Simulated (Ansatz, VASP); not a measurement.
## Two plane-wave programs on C

POSCAR

```
C
1.0
    3.5602834138      0.0000000000      0.0000000000
    0.0000000000     -3.5602834138      0.0000000000
    0.0000000000      0.0000000000     -3.5602834138
C
8
Direct
    0.5000000000      0.0000000000      0.0000000000
    0.0000000000      0.5000000000      0.0000000000
    0.0000000000      0.0000000000      0.5000000000
    0.5000000000      0.5000000000      0.5000000000
    0.7500000000      0.7500000000      0.7500000000
    0.2500000000      0.2500000000      0.7500000000
    0.2500000000      0.7500000000      0.2500000000
    0.7500000000      0.2500000000      0.2500000000
```

INCAR.step1

```
ALGO     = Normal         # electronic algorithm
EDIFF    = 1E-4           # SCF threshold, eV
ENCUT    = 520            # plane-wave cutoff, eV
GGA      = PE             # functional
ISMEAR   = 0              # smearing method
LASPH    = T              # aspherical terms in the spheres
LCHARG   = F              # write CHGCAR
LREAL    = F              # projectors in reciprocal space
LWAVE    = T              # write WAVECAR
NBANDS   = 26             # bands
NELM     = 100            # most SCF steps
PREC     = Accurate       # precision mode
SIGMA    = 0.05           # smearing width, eV
```

INCAR.step2

```
ALGO     = Normal         # electronic algorithm
EDIFF    = 1E-7           # SCF threshold, eV
ENCUT    = 520            # plane-wave cutoff, eV
ISIF     = 2              # what is computed and relaxed
ISMEAR   = 0              # smearing method
ISTART   = 1            
LASPH    = T              # aspherical terms in the spheres
LCHARG   = T              # write CHGCAR
LELF     = T              # ELF
LMIXTAU  = T            
LREAL    = F              # projectors in reciprocal space
LVHAR    = T            
LWAVE    = F              # write WAVECAR
METAGGA  = R2SCAN         # meta-GGA
NBANDS   = 26             # bands
NELM     = 100            # most SCF steps
PREC     = Accurate       # precision mode
SIGMA    = 0.05           # smearing width, eV
```

The input KPOINTS:

```
k-points
0
Gamma
  6 6 6
```

Input for Ansatz:

```yaml
crystal:
  lattice:
    - [3.5602834153, 0.0, 0.0]
    - [0.0, -3.5602834153, 0.0]
    - [0.0, 0.0, -3.5602834153]
  atoms:
    - { symbol: C, position: [0.5, 0.0, 0.0] }
    - { symbol: C, position: [0.0, 0.5, 0.0] }
    - { symbol: C, position: [0.0, 0.0, 0.5] }
    - { symbol: C, position: [0.5, 0.5, 0.5] }
    - { symbol: C, position: [0.75, 0.75, 0.75] }
    - { symbol: C, position: [0.25, 0.25, 0.75] }
    - { symbol: C, position: [0.25, 0.75, 0.25] }
    - { symbol: C, position: [0.75, 0.25, 0.25] }
basis:
  ecutwfc: 500
kpoints:
  mp_grid: { grid: [6, 6, 6] }
hamiltonian:
  xc: r2scan
scf:
  occupations: { method: gaussian, width: 0.05 }
output:
  forces: true
  stress: true
  eigenvalues: true
```

Alike in both runs: task single point; functional r2SCAN; k mesh 6 × 6 × 6; occupations gaussian, width 0.05 eV; no spin polarisation.

|  | VASP | Ansatz |
| --- | --- | --- |
| version | VASP 6.6.1 | Ansatz 0.2.0 |
| potentials or method | VASP PAW PBE potentials, release 64 (C), cutoff 520 eV | scalar-relativistic, plane waves, PAW |
| valence electrons in the cell | 32 | 32 |

|  | VASP | Ansatz | Ansatz less VASP |
| --- | --- | --- | --- |
| gap on the k mesh at the Fermi level (eV) | 4.36 | 4.39 | +0.030 |
| least direct gap on the mesh (eV) | 5.01 | 5.03 | +0.023 |
| pressure (GPa) | 1.1 | 0.0 | -1.11 |

VASP's potentials were made for PBE, not for r2SCAN.
